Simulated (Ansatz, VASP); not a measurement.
## One calculation of SiC, two programs

File INCAR:

```
SYSTEM = SiC
PREC = Accurate
ENCUT = 520
EDIFF = 1E-6
ISMEAR = 0
SIGMA = 0.02
LREAL = .False.
LASPH = .True.
NELM = 100
ALGO = Normal
ISIF = 2
LWAVE = .False.
LCHARG = .False.
GGA = PE
IBRION = 2
NSW = 60
EDIFFG = -0.008
```

Contents of KPOINTS:

```
regular mesh
0
Gamma
  10 10 6
  0 0 0
```

File POSCAR:

```
SiC
1.0
    2.1898629696      2.1898629696      0.0000000000
   -2.1898629696      2.1898629696      0.0000000000
    0.0619386782      0.0619386782      4.3797259393
Si C
2 2
Direct
    0.5006568125      0.0000000000      0.7499891114
    0.0006568125      0.5000000000      0.2499891114
   -0.0006568125      0.0000000000      0.0000108886
    0.4993431875      0.5000000000      0.5000108886
```

Input for Ansatz:

```yaml
crystal:
  lattice:
    - [2.1898629696, 2.1898629696, 0.0]
    - [-2.1898629696, 2.1898629696, 0.0]
    - [0.0619386782, 0.0619386782, 4.3797259393]
  atoms:
    - { symbol: Si, position: [0.5006568125, 0.0, 0.7499891114] }
    - { symbol: Si, position: [0.0006568125, 0.5, 0.2499891114] }
    - { symbol: C, position: [-0.0006568125, 0.0, 1.08886e-05] }
    - { symbol: C, position: [0.4993431875, 0.5, 0.5000108886] }
basis:
  ecutwfc: 420
kpoints:
  mp_grid: { grid: [10, 10, 6] }
hamiltonian:
  xc: pbe
scf:
  occupations: { method: gaussian, width: 0.02 }
output:
  forces: true
  stress: true
  eigenvalues: true
relax:
  adjacent_minimum: "off"
  f_tol: 0.008
  max_steps: 40
```

Change from the starting cell: shear of c along a, cell held, atoms relaxed: +2.0 %.

Alike in both runs: task relaxation of the atoms; functional PBE; k mesh 10 × 10 × 6; occupations gaussian, width 0.02 eV; no spin polarisation.

```csv
,VASP,Ansatz
version,VASP 6.6.1,Ansatz 0.2.0
potentials or method,"VASP PAW PBE potentials, release 64 (Si, C), cutoff 520 eV","scalar-relativistic, plane waves, PAW"
valence electrons in the cell,16,16
```

```tsv
	VASP	Ansatz	Ansatz less VASP
gap on the k mesh at the Fermi level, each at its own relaxed structure (eV)	1.26	1.27	+0.003
```

Ansatz's warnings: stress scf threshold loose.
